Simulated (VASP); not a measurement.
Set up this calculation in VASP 6.6.1, as the native input.

```yaml
Task: single point
Functional: PBE
Potentials_or_basis: VASP PAW PBE potentials, release 64 (Sb)
Cutoff: 520 eV
k_mesh: 18 × 18 × 18
Occupations: gaussian, width 0.1 eV
Spin: no spin polarisation
Dipole_correction: no
Further_INCAR_settings: ALGO = Normal; EDIFF = 1e-07; NBANDS = 8
```

The structure of Sb lies in POSCAR:

```
Sb
1.0
    3.0133959983      0.0000000000      0.0000000000
    0.0000000000      3.0133959983      0.0000000000
    0.0000000000      0.0000000000      3.0133959983
Sb
1
Direct
    0.5000000000      0.5000000000      0.5000000000
```

This isn't the form of Sb at room conditions, which is rhombohedral.

These files were run (other wordings do the same):

INCAR

```
SYSTEM = Sb
ALGO = Normal ; EDIFF = 1E-7
ENCUT = 520 ; GGA = PE
ISIF = 2 ; ISMEAR = 0
LASPH = .TRUE. ; LCHARG = .TRUE.
LELF = .TRUE. ; LREAL = .FALSE.
LVHAR = .TRUE. ; LWAVE = .FALSE.
NBANDS = 8 ; NELM = 100
PREC = Accurate ; SIGMA = 0.1
```

KPOINTS

```
k-points
0
G
  18 18 18
  0 0 0
```

Potentials or basis: VASP PAW PBE potentials, release 64 (Sb).

Command:

```sh
$ cat potpaw_PBE.64/Sb/POTCAR > POTCAR
$ mpirun -np 1 vasp_std > vasp.out
```

It gave:

| Property | Result |
| --- | --- |
| Pressure | 6.5 GPa |
| Band gap on the k mesh | zero (an odd number of electrons rules out a gap without spin polarisation) |

Caveat: the cell stands under pressure; spin-orbit coupling is left out, which moves the levels of the heavy elements.

Wall time 56 s on 1 thread of AMD EPYC 7R13, on a shared host, peak memory 0.14 GiB.
